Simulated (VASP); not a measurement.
# AlN (P1) in VASP: further runs

The runs below take AlN through single point, with PBE.

All numbers are computed with VASP 6.6.1; they aren't measurements. Logs are shortened: lines on timing, memory, paths and dates and some standing lists are left out, and cuts for length are marked.

## 1. The cell of the first run

The typed cell holds 4 atoms: a = 3.111 Å, b = 3.111 Å, c = 4.978 Å, α = 90.00°, β = 90.00°, γ = 120.00°.

## 2. Single point, PBE (atom 3 (N) moved by (-0.600, -0.300) A along x and y)

INCAR reads:

```
SYSTEM = AlN
PREC = Accurate
ENCUT = 520
EDIFF = 1E-7
ISMEAR = 0
SIGMA = 0.05
LREAL = .FALSE.
LASPH = .TRUE.
NELM = 100
ALGO = Normal
ISIF = 2
LWAVE = .FALSE.
LCHARG = .TRUE.
GGA = PE
LELF = .TRUE.
LVHAR = .TRUE.
NBANDS = 16
```

KPOINTS reads:

```
regular mesh
0
G
  12 12 6
  0 0 0
```

POSCAR reads:

```
AlN
1.0
    3.1110021516      0.0000000000      0.0000000000
   -1.5555010758      2.6942068945      0.0000000000
    0.0000000000      0.0000000000      4.9780000000
Al N
2 2
Direct
    0.3333333333      0.6666666667      0.0000000000
    0.6666666667      0.3333333333      0.5000000000
    0.0847944243      0.5553166435      0.3850000000
    0.6666666667      0.3333333333      0.8850000000
```

Potentials or basis: VASP PAW PBE potentials, release 64 (Al, N).

The run is started by

```sh
$ cat potpaw_PBE.64/Al/POTCAR potpaw_PBE.64/N/POTCAR > POTCAR
$ mpirun -np 1 vasp_std > vasp.out
```

OUTCAR:

```text
SYSTEM = AlN
   PREC = Accurate
   ENCUT = 520
   EDIFF = 1E-7
   ISMEAR = 0
   LREAL = .FALSE.
   LASPH = .TRUE.
   NELM = 100
   ISIF = 2
   GGA = PE

 ion  position               nearest neighbor table
   1  0.333  0.667  0.000-   4 1.89   4 1.89   4 1.89   3 2.03   2 3.07   2 3.07   2 3.07   2 3.07
                             2 3.07   2 3.07
   2  0.667  0.333  0.500-   3 1.26   4 1.92   3 2.25   3 2.31   1 3.07   1 3.07   1 3.07   1 3.07
                             1 3.07   1 3.07
   3  0.085  0.555  0.385-   2 1.26   1 2.03   2 2.25   2 2.31
   4  0.667  0.333  0.885-   1 1.89   1 1.89   1 1.89   2 1.92

 -----------------------------------------------------------------------------
|                                                                             |
|           W    W    AA    RRRRR   N    N  II  N    N   GGGG   !!!           |
|           W    W   A  A   R    R  NN   N  II  NN   N  G    G  !!!           |
|           W    W  A    A  R    R  N N  N  II  N N  N  G       !!!           |
|           W WW W  AAAAAA  RRRRR   N  N N  II  N  N N  G  GGG   !            |
|           WW  WW  A    A  R   R   N   NN  II  N   NN  G    G                |
|           W    W  A    A  R    R  N    N  II  N    N   GGGG   !!!           |
|                                                                             |
|     The distance between some ions is very small. Please check the          |
|     nearest-neighbor list in the OUTCAR file.                               |
|     I HOPE YOU KNOW WHAT YOU ARE DOING!                                     |
|                                                                             |
 -----------------------------------------------------------------------------

  LATTYP: Found a hexagonal cell.
 ALAT       =     3.1110021516
 C/A-ratio  =     1.6001274694

  Lattice vectors:

 A1 = (   3.1110021516,   0.0000000000,   0.0000000000)
 A2 = (  -1.5555010758,   2.6942068945,   0.0000000000)
 A3 = (   0.0000000000,   0.0000000000,   4.9780000000)

Analysis of symmetry for initial positions (statically):
=====================================================================
 Subroutine PRICEL returns:
 Original cell was already a primitive cell.

 Routine SETGRP: Setting up the symmetry group for a
 hexagonal supercell.

 Subroutine GETGRP returns: Found  1 space group operations
 (whereof  1 operations were pure point group operations)
 out of a pool of 24 trial point group operations.

The static configuration has the point symmetry C_1 .

Analysis of symmetry for dynamics (positions and initial velocities):
=====================================================================
 Subroutine PRICEL returns:
 Original cell was already a primitive cell.

 Routine SETGRP: Setting up the symmetry group for a
 hexagonal supercell.

 Subroutine GETGRP returns: Found  1 space group operations
 (whereof  1 operations were pure point group operations)
 out of a pool of 24 trial point group operations.

The dynamic configuration has the point symmetry C_1 .

 Subroutine INISYM returns: Found  1 space group operations
 (whereof  1 operations are pure point group operations),
 and found     1 'primitive' translations

----------------------------------------------------------------------------------------

                                     Primitive cell

  volume of cell :      41.7240

  direct lattice vectors                    reciprocal lattice vectors
     3.111002152  0.000000000  0.000000000     0.321439829  0.185583372  0.000000000
    -1.555501076  2.694206895  0.000000000     0.000000000  0.371166744  0.000000000
     0.000000000  0.000000000  4.978000000     0.000000000  0.000000000  0.200883889

  length of vectors
     3.111002152  3.111002152  4.978000000     0.371166744  0.371166744  0.200883889

  position of ions in fractional coordinates (direct lattice)
     0.333333333  0.666666667  0.000000000
     0.666666667  0.333333333  0.500000000
     0.084794424  0.555316643  0.385000000
     0.666666667  0.333333333  0.885000000

  ion indices of the primitive-cell ions
   primitive index   ion index
                 1           1
                 2           2
                 3           3
                 4           4

----------------------------------------------------------------------------------------

 KPOINTS: regular mesh

Automatic generation of k-mesh.
 Grid dimensions read from file:
 generate k-points for:   12   12    6

 Generating k-lattice:

  Cartesian coordinates                     Fractional coordinates (reciprocal lattice)
     0.026786652  0.015465281  0.000000000     0.083333333  0.000000000  0.000000000
     0.000000000  0.030930562  0.000000000     0.000000000  0.083333333  0.000000000
     0.000000000  0.000000000  0.033480648     0.000000000  0.000000000  0.166666667

  Length of vectors
     0.030930562  0.030930562  0.033480648

  Shift w.r.t. Gamma in fractional coordinates (k-lattice)
     0.000000000  0.000000000  0.000000000

 Subroutine IBZKPT returns following result:
 ===========================================

 Found    436 irreducible k-points:

 Following reciprocal coordinates:
            Coordinates               Weight
  0.000000  0.000000  0.000000      1.000000
  0.083333  0.000000  0.000000      2.000000
  0.000000  0.083333  0.000000      2.000000
 -0.083333  0.083333  0.000000      2.000000
  0.166667 -0.000000  0.000000      2.000000
  0.000000  0.166667  0.000000      2.000000
[... 16 lines left out ...]
  0.166667  0.083333  0.000000      2.000000
 -0.083333  0.250000  0.000000      2.000000
 [... further k-points ...]
   k-points           NKPTS =    436   k-points in BZ     NKDIM =    436   number of bands    NBANDS=     16
   number of dos      NEDOS =    301   number of ions     NIONS =      4
   total plane-waves  NPLWV =  23040
   dimension x,y,z NGX =    24 NGY =   24 NGZ =   40
   dimension x,y,z NGXF=    48 NGYF=   48 NGZF=   80
   ions per type =               2   2
   NGX,Y,Z   is equivalent  to a cutoff of  12.83, 12.83, 13.36 a.u.
   NGXF,Y,Z  is equivalent  to a cutoff of  25.65, 25.65, 26.72 a.u.
 SYSTEM =  AlN
   PREC   = accura    normal or accurate (medium, high low for compatibility)
   ISTART =      0    job   : 0-new  1-cont  2-samecut
   ICHARG =      2    charge: 1-file 2-atom 10-const
   ISPIN  =      1    spin polarized calculation?
   LNONCOLLINEAR =      F non collinear calculations
   LSORBIT =      F    spin-orbit coupling
   LASPH  =      T    aspherical Exc in radial PAW
   ENCUT  =  520.0 eV  38.22 Ry    6.18 a.u.   5.78  5.78  9.26*2*pi/ulx,y,z
   NELM   =    100;   NELMIN=  2; NELMDL= -5     # of ELM steps
   EDIFF  = 0.1E-06   stopping-criterion for ELM
   LREAL  =      F    real-space projection
   EDIFFG = 0.1E-05   stopping-criterion for IOM
   NSW    =      0    number of steps for IOM
   IBRION =     -1    ionic relax: 0-MD 1-quasi-New 2-CG
   NFREE  =      0    steps in history (QN), initial steepest desc. (CG)
   ISIF   =      2    stress and relaxation
   ISYM   =      2    0-nonsym 1-usesym 2-fastsym
   POTIM  = 0.5000    time-step for ionic-motion
   TEBEG  =    0.0;   TEEND  =   0.0 temperature during run
   PSTRESS=    0.0 pullay stress
   NELECT =      16.0000    total number of electrons
   NUPDOWN=      -1.0000    fix difference up-down
   EMIN   =  10.00;   EMAX   =-10.00  energy-range for DOS
   EFERMI =   0.00;   METHOD = LEGACY
   ISMEAR =     0;   SIGMA  =   0.05  broadening in eV -4-tet -1-fermi 0-gaus
   EFERMI_NEDOS =   21; number of points for ismear=-14 and -15
   IALGO  =     38    algorithm
   IMIX   =      4    mixing-type and parameters
     AMIX     =   0.40;   BMIX     =  1.00
     AMIX_MAG =   1.60;   BMIX_MAG =  1.00
  volume/ion in A,a.u.               =      10.43        70.39
  Fermi-wavevector in a.u.,A,eV,Ry     =   1.189377  2.247596 19.247033  1.414617
  Thomas-Fermi vector in A             =   2.325485
   LORBIT       =      0    0 simple, 1 ext, 2 COOP (PROOUT), +10 PAW based schemes
   GGA     = PE    functional components
   LHFCALC =     F    Hartree Fock is set to
   AEXX    =    0.0000 exact exchange contribution
   IVDW    =     0    specifies the selected vdW correction
   LEPSILON=     F    determine dielectric tensor
   LRPA    =     F    only Hartree local field effects (RPA)
 non-spin polarized calculation
 Gauss-broadening in eV      SIGMA  =   0.05
  energy-cutoff  :      520.00
  volume of cell :       41.72
 maximum number of plane-waves:      1152
   NGX = 11   NGY = 11   NGZ = 19

 number of electron      15.9999999 magnetization

 Free energy of the ion-electron system (eV)
  ---------------------------------------------------
  ext. energy  EPLUGINS =         0.00000000
  ---------------------------------------------------
  free energy    TOTEN  =       -20.52524800 eV

  energy without entropy =      -20.52524800  energy(sigma->0) =      -20.52524800

 E-fermi :   6.5154     XC(G=0): -10.8558

 val. band max:        6.2436902488   @ k =   0.0000   0.0000   0.0000
 cond. band min:       9.7864357409   @ k =   0.0000   0.0000   0.0000
 fundamental gap:      3.5427454921
 Fermi energy:         6.5154272357

 k-point     1 :       0.0000    0.0000    0.0000
  band No.  band energies     occupation
      1      -9.0264      2.00000
      2      -6.8062      2.00000
      3       0.1204      2.00000
      4       5.0148      2.00000
      5       5.3435      2.00000
      6       5.6461      2.00000
[... 8 lines left out ...]
     15      19.1604      0.00000
     16      20.3310      0.00000

 k-point     2 :       0.0833    0.0000    0.0000
  band No.  band energies     occupation
      1      -8.9382      2.00000
      2      -6.7580      2.00000
      3       0.2262      2.00000
      4       4.5819      2.00000
      5       5.2135      2.00000
      6       5.3802      2.00000
[... 8 lines left out ...]
     15      19.0962      0.00000
     16      19.9642      0.00000
[... 387 lines left out ...]
      5       4.0598      2.00000
      6       4.7154      2.00000
[... 8 lines left out ...]
     15      18.9480      0.00000
     16      19.6245      0.00000

 k-point    24 :      -0.0833    0.2500    0.0000
  band No.  band energies     occupation
      1      -8.4749      2.00000
      2      -6.4679      2.00000
      3       0.7785      2.00000
      4       2.8416      2.00000
      5       3.9959      2.00000
      6       5.1058      2.00000
[... 8 lines left out ...]
     15      19.7898      0.00000
     16      20.3058      0.00000

 [... further k-points ...]
[... 5 lines left out ...]
  --------------------------------------------------------------------------------------
  -------------------------------------------------------------------------------------
  Total       29.5443385     10.9496507     11.5269732     19.2420183    -11.6976094    -18.3835132
  in kB     1134.4848629    420.4600142    442.6288508    738.8819534   -449.1811801   -705.9158703
  external PRESSURE =     665.8579093 kB  Pullay stress =       0.0000000 kB

 VOLUME and BASIS-vectors are now :
 -----------------------------------------------------------------------------
  energy-cutoff  :      520.00
  volume of cell :       41.72
      direct lattice vectors                 reciprocal lattice vectors
     3.111002152  0.000000000  0.000000000     0.321439829  0.185583372  0.000000000
    -1.555501076  2.694206895  0.000000000     0.000000000  0.371166744  0.000000000
     0.000000000  0.000000000  4.978000000     0.000000000  0.000000000  0.200883889

 POSITION                                       TOTAL-FORCE (eV/Angst)
 -----------------------------------------------------------------------------------
     -0.00000      1.79614      0.00000        -0.807971     -0.378506      0.972353
      1.55550      0.89807      2.48900       -34.377171    -21.511047     19.733412
     -0.60000      1.49614      1.91653        35.940136     22.341857    -20.214564
      1.55550      0.89807      4.40553        -0.754994     -0.452304     -0.491202
 -----------------------------------------------------------------------------------
    total drift:                                0.000898      0.000435      0.000353

  FREE ENERGIE OF THE ION-ELECTRON SYSTEM (eV)
  ---------------------------------------------------
  free  energy   TOTEN  =       -20.5252479997 eV

  energy  without entropy=      -20.5252479997  energy(sigma->0) =      -20.52524800
```

Run time: 2.5 min. Hardware: 1 thread of AMD EPYC 9R45 (Zen 5), shared host; peak memory 0.32 GiB.

What came out:

```yaml
Free_energy: -20.5252 eV
Pressure: 66.6 GPa
Largest_force: 46.899 eV/Å
Band_gap_on_the_k_mesh: 3.54 eV, direct
```

Forces in eV/Å, atoms in the order of the input:
```
Al   -0.808  -0.379   0.972
Al  -34.377 -21.511  19.733
N    35.940  22.342 -20.215
N    -0.755  -0.452  -0.491
```

Levels at points of the mesh, in eV from the valence-band top:
```csv
k point,band 5,band 6,band 7,band 8,band 9,band 10,band 11,band 12
"(0.00, 0.00, 0.00)",-0.90,-0.60,-0.35,0.00,3.54,6.35,8.86,10.80
"(0.50, 0.00, 0.00)",-3.30,-2.17,-2.15,-0.71,4.87,7.42,7.82,8.61
"(0.00, 0.50, 0.00)",-3.76,-1.84,-1.26,-0.92,4.40,5.84,6.92,9.45
"(0.50, 0.50, 0.00)",-3.70,-1.88,-1.22,-0.81,4.19,5.92,6.90,9.39
"(0.00, 0.00, 0.50)",-0.87,-0.85,-0.70,-0.35,4.95,5.89,9.59,10.53
"(0.50, 0.00, 0.50)",-1.77,-1.34,-1.21,-1.05,4.57,4.90,8.08,8.67
"(0.00, 0.50, 0.50)",-2.22,-1.88,-1.34,-1.14,5.04,5.57,7.30,8.27
"(0.50, 0.50, 0.50)",-2.28,-1.93,-1.38,-1.21,5.23,5.69,7.21,8.21
```

Caveat: the cell differs from its parent crystal (atom 3 (N) moved by (-0.600, -0.300) A along x and y); forces of over 1 eV/Å act on the atoms, so gaps and moduli don't describe the material at rest. A k mesh can miss the band edges.

## 3. Single point, PBE (atom 3 (N) moved by (-0.600, +0.300) A along x and y)

INCAR reads:

```
ALGO = Normal ; EDIFF = 1E-7
ENCUT = 520 ; GGA = PE
ISIF = 2 ; ISMEAR = 0
LASPH = T ; LCHARG = F
LREAL = F ; LWAVE = F
NBANDS = 16 ; NELM = 80
PREC = Accurate ; SIGMA = 0.05
```

KPOINTS reads:

```
k-points
0
Gamma
  12 12 6
```

Changes to POSCAR since step 2:

```diff
@@ -10,3 +10,3 @@
     0.6666666667      0.3333333333      0.5000000000
-    0.0847944243      0.5553166435      0.3850000000
+    0.1961444474      0.7780166898      0.3850000000
     0.6666666667      0.3333333333      0.8850000000
```

Potentials or basis: VASP PAW PBE potentials, release 64 (Al, N).

The run is started by

```sh
$ cat potpaw_PBE.64/Al/POTCAR potpaw_PBE.64/N/POTCAR > POTCAR
$ mpirun -np 1 vasp_std > vasp.out
```

Wall time 2.2 min (1 thread of AMD EPYC 9R45 (Zen 5), shared host); peak memory 0.31 GiB.

It converged, with:

- Free energy: -27.9965 eV
- Pressure: 17.4 GPa
- Largest force: 5.172 eV/Å
- Band gap on the k mesh: 2.61 eV, indirect (least direct gap 2.63 eV)

Forces in eV/Å, atoms in the order of the input:
```
Al  -0.891  0.455  0.709
Al  -2.646 -1.141  3.162
N    3.674  0.696 -3.572
N   -0.137 -0.011 -0.299
```

Stress tensor (GPa, compression positive):
```
10.36 23.73 -0.82
23.73 34.13 -4.90
-0.82 -4.90  7.64
```

Levels at points of the mesh, in eV from the valence-band top:
| k point | band 4 | band 5 | band 6 | band 7 | band 8 | band 9 | band 10 | band 11 | band 12 | band 13 |
| --- | --- | --- | --- | --- | --- | --- | --- | --- | --- | --- |
| (0.00, 0.00, 0.00) | -2.60 | -1.54 | -1.15 | -0.84 | 0.00 | 2.63 | 5.65 | 8.77 | 9.59 | 11.02 |
| (0.50, 0.00, 0.00) | -5.67 | -3.60 | -3.22 | -2.50 | -1.54 | 4.83 | 5.69 | 7.27 | 7.49 | 9.60 |
| (0.00, 0.50, 0.00) | -5.56 | -3.73 | -3.08 | -2.47 | -1.59 | 4.85 | 5.56 | 7.04 | 7.70 | 9.60 |
| (0.50, 0.50, 0.00) | -4.75 | -4.09 | -3.51 | -1.90 | -0.86 | 2.61 | 5.53 | 6.72 | 8.84 | 10.06 |
| (0.00, 0.00, 0.50) | -3.91 | -2.41 | -1.51 | -1.42 | -0.17 | 4.43 | 5.38 | 8.83 | 9.53 | 10.61 |
| (0.50, 0.00, 0.50) | -6.53 | -2.59 | -2.03 | -1.83 | -1.23 | 3.47 | 3.99 | 7.61 | 8.45 | 9.41 |
| (0.00, 0.50, 0.50) | -6.52 | -2.61 | -2.04 | -1.88 | -1.22 | 3.43 | 4.04 | 7.62 | 8.40 | 9.52 |
| (0.50, 0.50, 0.50) | -5.62 | -3.22 | -3.00 | -2.52 | -2.33 | 5.30 | 5.54 | 7.15 | 7.78 | 11.50 |

Caveat: the cell differs from its parent crystal (atom 3 (N) moved by (-0.600, +0.300) A along x and y); forces of over 1 eV/Å act on the atoms, so gaps and moduli don't describe the material at rest.
